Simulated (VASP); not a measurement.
# CsI (Pm-3m) in VASP: a series of runs

Runs on CsI. Level: r2SCAN. Tasks: single point.

Everything below comes from runs of VASP 6.6.1. Logs are shortened: lines on timing, memory, paths and dates and some standing lists are left out, and cuts for length are marked.

### Step 1. The cell of the first run

It takes space group Pm-3m (No. 221, cubic). Conventional cell: a = 4.489 Å, b = 4.489 Å, c = 4.489 Å, α = 90.00°, β = 90.00°, γ = 90.00°. Cs (site symmetry m-3m) has 8 I at 3.89 Å and 6 Cs at 4.49 Å within 5.1 Å. Within 5.1 Å of I (site symmetry m-3m) lie 8 Cs at 3.89 Å and 6 I at 4.49 Å.

### Step 2. Single point, r2SCAN

Input file POSCAR:

```
CsI
1.0
    4.4892833493      0.0000000000      0.0000000000
    0.0000000000      4.4892833493      0.0000000000
    0.0000000000      0.0000000000      4.4892833493
Cs I
1 1
Direct
    0.0000000000      0.0000000000      0.0000000000
    0.5000000000      0.5000000000      0.5000000000
```

Input file INCAR.step1:

```
SYSTEM = CsI
PREC = Accurate
ENCUT = 550
ISMEAR = 0
SIGMA = 0.01
LREAL = .FALSE.
LASPH = .TRUE.
NELM = 120
NBANDS = 15
GGA = PE
ALGO = Normal
EDIFF = 1E-5
LWAVE = .TRUE.
LCHARG = .FALSE.
GGA_COMPAT = .FALSE.
```

Input file INCAR.step2:

```
SYSTEM = CsI
PREC = Accurate
ENCUT = 550
EDIFF = 1E-6
ISMEAR = 0
SIGMA = 0.01
LREAL = .FALSE.
LASPH = .TRUE.
NELM = 120
ALGO = Normal
ISIF = 2
LWAVE = .FALSE.
LCHARG = .TRUE.
METAGGA = R2SCAN
LMIXTAU = .TRUE.
LELF = .TRUE.
LVHAR = .TRUE.
NBANDS = 15
ISTART = 1
GGA_COMPAT = .FALSE.
```

Input file KPOINTS:

```
Automatic mesh
0
G
  4 4 4
  0 0 0
```

Potentials or basis: VASP PAW PBE potentials, release 64 (Cs_sv, I).

Started as:

```bash
> cat potpaw_PBE.64/Cs_sv/POTCAR potpaw_PBE.64/I/POTCAR > POTCAR
> cp INCAR.step1 INCAR
> mpirun -np 1 vasp_std > vasp.out
> cp INCAR.step2 INCAR
> mpirun -np 1 vasp_std > vasp.out
```

OUTCAR:

```text
SYSTEM = CsI
   PREC = Accurate
   ENCUT = 550
   EDIFF = 1E-6
   ISMEAR = 0
   LREAL = .FALSE.
   LASPH = .TRUE.
   NELM = 120
   ISIF = 2
   METAGGA = R2SCAN
   ISTART = 1

 ion  position               nearest neighbor table
   1  0.000  0.000  0.000-
   2  0.500  0.500  0.500-

  LATTYP: Found a simple cubic cell.
 ALAT       =     4.4892833493

  Lattice vectors:

 A1 = (   4.4892833493,   0.0000000000,   0.0000000000)
 A2 = (   0.0000000000,   4.4892833493,   0.0000000000)
 A3 = (   0.0000000000,   0.0000000000,   4.4892833493)

Analysis of symmetry for initial positions (statically):
=====================================================================
 Subroutine PRICEL returns:
 Original cell was already a primitive cell.

 Routine SETGRP: Setting up the symmetry group for a
 simple cubic supercell.

 Subroutine GETGRP returns: Found 48 space group operations
 (whereof 48 operations were pure point group operations)
 out of a pool of 48 trial point group operations.

The static configuration has the point symmetry O_h .

Analysis of symmetry for dynamics (positions and initial velocities):
=====================================================================
 Subroutine PRICEL returns:
 Original cell was already a primitive cell.

 Routine SETGRP: Setting up the symmetry group for a
 simple cubic supercell.

 Subroutine GETGRP returns: Found 48 space group operations
 (whereof 48 operations were pure point group operations)
 out of a pool of 48 trial point group operations.

The dynamic configuration has the point symmetry O_h .

 Subroutine INISYM returns: Found 48 space group operations
 (whereof 48 operations are pure point group operations),
 and found     1 'primitive' translations

----------------------------------------------------------------------------------------

                                     Primitive cell

  volume of cell :      90.4755

  direct lattice vectors                    reciprocal lattice vectors
     4.489283349  0.000000000  0.000000000     0.222752703  0.000000000  0.000000000
     0.000000000  4.489283349  0.000000000     0.000000000  0.222752703  0.000000000
     0.000000000  0.000000000  4.489283349     0.000000000  0.000000000  0.222752703

  length of vectors
     4.489283349  4.489283349  4.489283349     0.222752703  0.222752703  0.222752703

  position of ions in fractional coordinates (direct lattice)
     0.000000000  0.000000000  0.000000000
     0.500000000  0.500000000  0.500000000

  ion indices of the primitive-cell ions
   primitive index   ion index
[... 70 lines left out ...]
   NELECT =      16.0000    total number of electrons
   NUPDOWN=      -1.0000    fix difference up-down
   EMIN   =  10.00;   EMAX   =-10.00  energy-range for DOS
   EFERMI =   0.00;   METHOD = LEGACY
   ISMEAR =     0;   SIGMA  =   0.01  broadening in eV -4-tet -1-fermi 0-gaus
   EFERMI_NEDOS =   21; number of points for ismear=-14 and -15
   IALGO  =     38    algorithm
   IMIX   =      4    mixing-type and parameters
     AMIX     =   0.40;   BMIX     =  1.00
     AMIX_MAG =   1.60;   BMIX_MAG =  1.00
  volume/ion in A,a.u.               =      45.24       305.28
  Fermi-wavevector in a.u.,A,eV,Ry     =   0.918906  1.736481 11.488602  0.844388
  Thomas-Fermi vector in A             =   2.044040
   LORBIT       =      0    0 simple, 1 ext, 2 COOP (PROOUT), +10 PAW based schemes
   METAGGA = R2SCAN    functional components
   LHFCALC =     F    Hartree Fock is set to
   AEXX    =    0.0000 exact exchange contribution
   IVDW    =     0    specifies the selected vdW correction
   LEPSILON=     F    determine dielectric tensor
   LRPA    =     F    only Hartree local field effects (RPA)
 non-spin polarized calculation
 Gauss-broadening in eV      SIGMA  =   0.01
  energy-cutoff  :      550.00
  volume of cell :       90.48
 maximum number of plane-waves:      2680
 NGX is ok and might be reduce to    36
   NGX = 17   NGY = 17   NGZ = 17

 number of electron      15.9999998 magnetization

 Free energy of the ion-electron system (eV)
  ---------------------------------------------------
  ext. energy  EPLUGINS =         0.00000000
  ---------------------------------------------------
  free energy    TOTEN  =       -53.09472045 eV

  energy without entropy =      -53.09472045  energy(sigma->0) =      -53.09472045

 E-fermi :   0.9121     XC(G=0):  -8.3531

 val. band max:        0.8337509576   @ k =   0.5000   0.5000   0.0000
 cond. band min:       5.3585723057   @ k =   0.0000   0.0000   0.0000
 fundamental gap:      4.5248213481
 Fermi energy:         0.9121089882

 k-point     1 :       0.0000    0.0000    0.0000
  band No.  band energies     occupation
      1     -20.0763      2.00000
      2     -10.2160      2.00000
      3      -6.3959      2.00000
      4      -6.3959      2.00000
      5      -6.3959      2.00000
      6       0.7563      2.00000
      7       0.7563      2.00000
      8       0.7563      2.00000
      9       5.3586      0.00000
     10       5.3586      0.00000
     11       5.6349      0.00000
     12       9.3352      0.00000
     13       9.3352      0.00000
     14       9.3352      0.00000
[... 149 lines left out ...]
      2      -9.8792      2.00000
      3      -6.6845      2.00000
      4      -6.6845      2.00000
      5      -6.6845      2.00000
      6      -0.6189      2.00000
      7      -0.6189      2.00000
      8      -0.6189      2.00000
      9       8.7615      0.00000
     10       8.7615      0.00000
     11       8.7615      0.00000
     12       9.6108      0.00000
     13       9.6108      0.00000
     14       9.6108      0.00000
     15      11.4817      0.00000

------------------------ aborting loop because EDIFF is reached ----------------------------------------

  FORCE on cell =-STRESS in cart. coord.  units (eV):
  Direction    XX          YY          ZZ          XY          YZ          ZX
  --------------------------------------------------------------------------------------
  -------------------------------------------------------------------------------------
  Total        0.7155142      0.7155142      0.7155142      0.0000000      0.0000000      0.0000000
  in kB       12.6706170     12.6706170     12.6706170      0.0000000      0.0000000      0.0000000
  external PRESSURE =      12.6706170 kB  Pullay stress =       0.0000000 kB

 VOLUME and BASIS-vectors are now :
 -----------------------------------------------------------------------------
  energy-cutoff  :      550.00
  volume of cell :       90.48
      direct lattice vectors                 reciprocal lattice vectors
     4.489283349  0.000000000  0.000000000     0.222752703  0.000000000  0.000000000
     0.000000000  4.489283349  0.000000000     0.000000000  0.222752703  0.000000000
     0.000000000  0.000000000  4.489283349     0.000000000  0.000000000  0.222752703

 POSITION                                       TOTAL-FORCE (eV/Angst)
 -----------------------------------------------------------------------------------
      0.00000      0.00000      0.00000         0.000000      0.000000      0.000000
      2.24464      2.24464      2.24464         0.000000      0.000000      0.000000
 -----------------------------------------------------------------------------------
    total drift:                                0.000000      0.000000      0.000000

  FREE ENERGIE OF THE ION-ELECTRON SYSTEM (eV)
  ---------------------------------------------------
  free  energy   TOTEN  =       -53.0947204477 eV

  energy  without entropy=      -53.0947204477  energy(sigma->0) =      -53.09472045
```

OUTCAR.step1:

```text
SYSTEM = CsI
   PREC = Accurate
   ENCUT = 550
   ISMEAR = 0
   LREAL = .FALSE.
   LASPH = .TRUE.
[... 385 lines left out ...]
      0.00000      0.00000      0.00000         0.000000      0.000000      0.000000
      2.24464      2.24464      2.24464         0.000000      0.000000      0.000000
 -----------------------------------------------------------------------------------
    total drift:                               -0.000000      0.000000      0.000000

  FREE ENERGIE OF THE ION-ELECTRON SYSTEM (eV)
  ---------------------------------------------------
  free  energy   TOTEN  =        -5.3890738274 eV

  energy  without entropy=       -5.3890738274  energy(sigma->0) =       -5.38907383
```

OSZICAR.step1:

```text
N       E                     dE             d eps       ncg     rms          rms(c)
DAV:   1     0.904208239277E+02    0.90421E+02   -0.63552E+03   300   0.922E+02
DAV:   2     0.266631425998E+01   -0.87755E+02   -0.79759E+02   414   0.147E+02
DAV:   3    -0.540857675349E+01   -0.80749E+01   -0.80490E+01   398   0.492E+01
DAV:   4    -0.551898854726E+01   -0.11041E+00   -0.11040E+00   366   0.686E+00
DAV:   5    -0.552030603566E+01   -0.13175E-02   -0.13175E-02   426   0.731E-01    0.164E+00
DAV:   6    -0.540797186473E+01    0.11233E+00   -0.88653E-02   349   0.155E+00    0.115E+00
DAV:   7    -0.538559647079E+01    0.22375E-01   -0.93905E-02   363   0.153E+00    0.603E-01
DAV:   8    -0.538924716252E+01   -0.36507E-02   -0.12087E-02   335   0.594E-01    0.108E-01
DAV:   9    -0.538901311643E+01    0.23405E-03   -0.43625E-04   412   0.119E-01    0.575E-02
DAV:  10    -0.538908092820E+01   -0.67812E-04   -0.26091E-04   314   0.840E-02    0.396E-02
DAV:  11    -0.538907382737E+01    0.71008E-05   -0.23896E-05   370   0.215E-02
   1 F= -.53890738E+01 E0= -.53890738E+01  d E =-.351608E-28
```

It took 1.7 min on 1 thread of Intel Xeon Platinum 8488C (Sapphire Rapids), shared host; peak memory 0.22 GiB.

What came out:

```yaml
Free_energy: -53.0947 eV
Pressure: 1.3 GPa
Band_gap_on_the_k_mesh: 4.52 eV, indirect (least direct gap 4.60 eV)
```

Levels at points of the mesh, in eV from the valence-band top:
| k point | band 4 | band 5 | band 6 | band 7 | band 8 | band 9 | band 10 | band 11 | band 12 | band 13 |
| --- | --- | --- | --- | --- | --- | --- | --- | --- | --- | --- |
| (0.00, 0.00, 0.00) | -7.23 | -7.23 | -0.08 | -0.08 | -0.08 | 4.52 | 4.52 | 4.80 | 8.50 | 8.50 |
| (0.50, 0.00, 0.00) | -7.15 | -7.15 | -1.68 | -0.27 | -0.27 | 5.63 | 7.32 | 7.39 | 7.58 | 8.73 |
| (0.50, 0.50, 0.00) | -7.66 | -7.10 | -0.91 | -0.91 | 0.00 | 4.75 | 5.54 | 6.67 | 6.67 | 10.47 |
| (0.50, 0.50, 0.50) | -7.52 | -7.52 | -1.45 | -1.45 | -1.45 | 7.93 | 7.93 | 7.93 | 8.78 | 8.78 |

Caveat: the PAW data sets were made with another functional, which shifts forces and pressure a little; spin-orbit coupling is left out, which moves the levels of the heavy elements.

(Part 1 of 3 ends here.)
